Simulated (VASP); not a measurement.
# SnTe (I4/mmm) in VASP: a series of runs, part 2 of 2

VASP 6.6.1.

**4. Electric field gradients, PBE (zz strain of -1 %)**

The input, INCAR:

```
PREC = Accurate
ENCUT = 520
EDIFF = 1E-8
ISMEAR = -1
SIGMA = 0.08
LREAL = False
LASPH = True
NELM = 100
ALGO = Normal
ISIF = 2
LWAVE = False
LCHARG = False
GGA = PE
LEFG = True
NBANDS = 17
```

The input, KPOINTS:

```
regular mesh
0
Gamma
  11 11 11
```

The input, POSCAR:

```
SnTe
1.0
    0.0000000000      3.1565000000      3.1249350000
    3.1565000000      0.0000000000      3.1249350000
    3.1565000000      3.1565000000      0.0000000000
Sn Te
1 1
Direct
    0.0000000000      0.0000000000      0.0000000000
    0.5000000000      0.5000000000      0.5000000000
```

Potentials or basis: VASP PAW PBE potentials, release 64 (Sn_d, Te).

Started as:

```
> cat potpaw_PBE.64/Sn_d/POTCAR potpaw_PBE.64/Te/POTCAR > POTCAR
> mpirun -np 1 vasp_std > vasp.out
```

OUTCAR:

```text
PREC = Accurate
   ENCUT = 520
   EDIFF = 1E-8
   ISMEAR = -1
   LREAL = False
   LASPH = True
   NELM = 100
   ISIF = 2
   GGA = PE

 ion  position               nearest neighbor table
   1  0.000  0.000  0.000-   2 3.12   2 3.12   2 3.16   2 3.16   2 3.16   2 3.16
   2  0.500  0.500  0.500-   1 3.12   1 3.12   1 3.16   1 3.16   1 3.16   1 3.16

  LATTYP: Found a body centered tetragonal cell.
 ALAT       =     4.4639651096
 C/A-ratio  =     1.4000714267

  Lattice vectors:

 A1 = (   0.0000000000,  -3.1565000000,  -3.1249350000)
 A2 = (   0.0000000000,   3.1565000000,  -3.1249350000)
 A3 = (   3.1565000000,   0.0000000000,   3.1249350000)

Analysis of symmetry for initial positions (statically):
=====================================================================
 Subroutine PRICEL returns:
 Original cell was already a primitive cell.

 Routine SETGRP: Setting up the symmetry group for a
 body centered tetragonal supercell.

[... 668 lines left out ...]
  volume of cell :       62.27
      direct lattice vectors                 reciprocal lattice vectors
     0.000000000  3.156500000  3.124935000    -0.158403295  0.158403295  0.160003328
     3.156500000  0.000000000  3.124935000     0.158403295 -0.158403295  0.160003328
     3.156500000  3.156500000  0.000000000     0.158403295  0.158403295 -0.160003328

 POSITION                                       TOTAL-FORCE (eV/Angst)
 -----------------------------------------------------------------------------------
      0.00000      0.00000      0.00000        -0.000000      0.000000     -0.000000
      3.15650      3.15650      3.12493         0.000000     -0.000000      0.000000
 -----------------------------------------------------------------------------------
    total drift:                               -0.000000      0.000000      0.000000

  FREE ENERGIE OF THE ION-ELECTRON SYSTEM (eV)
  ---------------------------------------------------
  free  energy   TOTEN  =        -7.5374105702 eV

  energy  without entropy=       -7.5356309066  energy(sigma->0) =       -7.53652074

 Electric field gradients (V/A^2)
---------------------------------------------------------------------
 ion       V_xx      V_yy      V_zz      V_xy      V_xz      V_yz
---------------------------------------------------------------------
   1       7.558     7.558   -15.115    -0.002    -0.002    -0.002
   2       1.932     1.932    -3.864     0.000     0.000     0.000
---------------------------------------------------------------------

 Electric field gradients after diagonalization (V/A^2)
 (convention: |V_zz| > |V_xx| > |V_yy|)
----------------------------------------------------------------------
 ion       V_xx      V_yy      V_zz     asymmetry (V_yy - V_xx)/ V_zz
----------------------------------------------------------------------
   1       7.559     7.556   -15.115       0.000
   2       1.932     1.932    -3.864       0.000
----------------------------------------------------------------------

           NMR quadrupolar parameters

 Cq : quadrupolar parameter    Cq=e*Q*V_zz/h
 eta: asymmetry parameters     (V_yy - V_xx)/ V_zz
 Q  : nuclear electric quadrupole moment in mb (millibarn)
----------------------------------------------------------------------
 ion       Cq(MHz)       eta       Q (mb)
----------------------------------------------------------------------
   1      -0.037       0.000       1.000
   2      -0.009       0.000       1.000
----------------------------------------------------------------------
```

OSZICAR:

```text
N       E                     dE             d eps       ncg     rms          rms(c)
DAV:   1     0.126456704017E+03    0.12646E+03   -0.94888E+03  4314   0.135E+03
DAV:   2     0.409026577484E+01   -0.12237E+03   -0.11916E+03  4567   0.334E+02
DAV:   3    -0.725306484175E+01   -0.11343E+02   -0.11220E+02  5383   0.898E+01
[... 11 lines left out ...]
DAV:  15    -0.753741036762E+01   -0.10056E-06   -0.21675E-07  5199   0.362E-03    0.762E-03
DAV:  16    -0.753741041834E+01   -0.50727E-07   -0.74235E-09  2998   0.675E-04    0.585E-03
DAV:  17    -0.753741059060E+01   -0.17226E-06   -0.74587E-08  5365   0.181E-03    0.115E-03
DAV:  18    -0.753741057281E+01    0.17792E-07   -0.54750E-09  2515   0.389E-04    0.362E-04
DAV:  19    -0.753741057018E+01    0.26289E-08   -0.48923E-10  2390   0.143E-04
   1 F= -.75374106E+01 E0= -.75365207E+01  d E =-.177966E-02
```

stdout:

```text
POSCAR found type information on POSCAR SnTe
 POSCAR found :  2 types and       2 ions
 scaLAPACK will be used
 LDA part: xc-table for (Slater+PW92), standard interpolation
 POSCAR, INCAR and KPOINTS ok, starting setup
 FFT: planning ... GRIDC
 FFT: planning ... GRID_SOFT
 FFT: planning ... GRID
 WAVECAR not read
 entering main loop
ion   1

ion   2
```

It took 2.4 min on 1 thread of Intel Xeon Platinum 8375C at 2.90GHz (Ice Lake), shared host; peak memory 0.29 GiB.

What came out:

```
Free energy                             : -7.5374 eV
Pressure                                : 2.5 GPa
Band gap on the k mesh                  : 0.42 eV
Largest electric field gradient by atom : Sn -15.1; Te -3.9 V/Å²
```

Levels at points of the mesh, in eV from the valence-band top:
```
           k point  band 8  band 9  band 10  band 11  band 12  band 13
(0.00, 0.00, 0.00)   -2.09   -1.98    -1.98     3.42     3.42     3.66
```

Electric field gradients, principal values (V/Å²):
```tsv
atom	least	middle	greatest (by size)
1 Sn	7.556	7.559	-15.115
2 Te	1.932	1.932	-3.864
```

Caveat: the cell differs from its parent crystal (zz strain of -1 %); without QUAD_EFG the Cq values of the log hold for a quadrupole moment of 1 mb, not for the nuclei; spin-orbit coupling is left out, which moves the levels of the heavy elements; an odd mesh through Γ misses points on the zone boundary, where band edges can lie.

**5. Overview**

```tsv
cell	gap on the mesh (eV)	pressure (GPa)
a = 4.442, b = 4.442, c = 4.419 Å, angles 60.2, 60.2, 59.7°, 2 atoms	0.42	3.1
a = 4.420, b = 4.420, c = 4.464 Å, angles 59.7, 59.7, 60.7°, 2 atoms	0.41	3.1
a = 4.442, b = 4.442, c = 4.464 Å, angles 59.8, 59.8, 60.3°, 2 atoms	0.42	2.5
```

Alike in all rows: task electric field gradients; level PBE; potentials or basis VASP PAW PBE potentials, release 64 (Sn_d, Te); no spin polarisation; k mesh 11 × 11 × 11; cutoff (eV) 520; smearing fermi-dirac 0.08 eV.

Caveats: spin-orbit coupling is left out, which moves the levels of the heavy elements; an odd mesh through Γ misses points on the zone boundary, where band edges can lie; the cell stands under pressure (at least some runs).

Total energies depend on the potentials used, so only differences within one code and one set of settings carry meaning.
